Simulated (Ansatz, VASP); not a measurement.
## One calculation of Mg3CdTe4, two programs

File INCAR:

```
SYSTEM = Mg3CdTe4
PREC     = Accurate       ! precision mode
ENCUT    = 600            ! plane-wave cutoff, eV
EDIFF    = 1E-6           ! SCF threshold, eV
ISMEAR   = 0              ! smearing method
SIGMA    = 0.02           ! smearing width, eV
LREAL    = .FALSE.        ! projectors in reciprocal space
LASPH    = .TRUE.         ! aspherical terms in the spheres
NELM     = 100            ! most SCF steps
ALGO     = Normal         ! electronic algorithm
ISIF     = 3              ! what is computed and relaxed
LWAVE    = .FALSE.        ! write WAVECAR
LCHARG   = .FALSE.        ! write CHGCAR
GGA      = PE             ! functional
IBRION   = 2              ! ionic algorithm
NSW      = 100            ! ionic steps
EDIFFG   = -0.01          ! ionic threshold
```

KPOINTS

```
regular mesh
0
G
  6 6 2
  0 0 0
```

The input POSCAR:

```
Mg3CdTe4
1.0
    4.6125316856      0.0000000000      0.0000000000
   -2.3062658428      3.9945696155      0.0000000000
    0.0000000000      0.0000000000     15.0257508595
Mg Cd Te
3 1 4
Direct
    0.3333333333      0.6666666667      0.9993895894
    0.6666666667      0.3333333333      0.2471398398
    0.6666666667      0.3333333333      0.7510916066
    0.3333333333      0.6666666667      0.5013318396
    0.3333333333      0.6666666667      0.1867950531
    0.3333333333      0.6666666667      0.6911357039
    0.6666666667      0.3333333333      0.4344548068
    0.6666666667      0.3333333333      0.9386615209
```

Input for Ansatz:

```yaml
crystal:
  lattice:
    - [4.6125316856, 0.0, 0.0]
    - [-2.3062658428, 3.9945696155, 0.0]
    - [0.0, 0.0, 15.0257508595]
  atoms:
    - { symbol: Mg, position: [0.3333333333, 0.6666666667, 0.9993895894] }
    - { symbol: Mg, position: [0.6666666667, 0.3333333333, 0.2471398398] }
    - { symbol: Mg, position: [0.6666666667, 0.3333333333, 0.7510916066] }
    - { symbol: Cd, position: [0.3333333333, 0.6666666667, 0.5013318396] }
    - { symbol: Te, position: [0.3333333333, 0.6666666667, 0.1867950531] }
    - { symbol: Te, position: [0.3333333333, 0.6666666667, 0.6911357039] }
    - { symbol: Te, position: [0.6666666667, 0.3333333333, 0.4344548068] }
    - { symbol: Te, position: [0.6666666667, 0.3333333333, 0.9386615209] }
basis:
  ecutwfc: 420
kpoints:
  mp_grid: { grid: [6, 6, 2] }
hamiltonian:
  xc: pbe
scf:
  occupations: { method: gaussian, width: 0.02 }
output:
  forces: true
  stress: true
  eigenvalues: true
relax:
  adjacent_minimum: "off"
  f_tol: 0.01
  max_steps: 80
  cell: { stress_tol: 0.05 }
```

Alike in both runs: task relaxation of cell and atoms; functional PBE; k mesh 6 × 6 × 2; occupations gaussian, width 0.02 eV; no spin polarisation.

|  | VASP | Ansatz |
| --- | --- | --- |
| version | VASP 6.6.1 | Ansatz 0.2.0 |
| potentials or method | VASP PAW PBE potentials, release 64 (Mg, Cd, Te), cutoff 600 eV | scalar-relativistic, plane waves, PAW |
| valence electrons in the cell | 42 | 114 |

Ansatz gave:

| Item | Value |
| --- | --- |
| gap on the k mesh at the Fermi level, each at its own relaxed structure (eV) | 1.59 |
| relaxed volume (Å³/atom) | 34.94 |
| relaxed length of the cell vector where the two differ most in proportion (Å) | 15.072 |

Question: Estimate VASP's values.

Answer: gap on the k mesh at the Fermi level, each at its own relaxed structure (eV): 1.58; relaxed volume (Å³/atom): 34.94; relaxed length of the cell vector where the two differ most in proportion (Å): 15.077.

VASP's potentials hold 42 valence electrons a cell and Ansatz's 114, so a difference there can come from the potentials and not from the codes.

Neither program's run includes spin-orbit coupling.
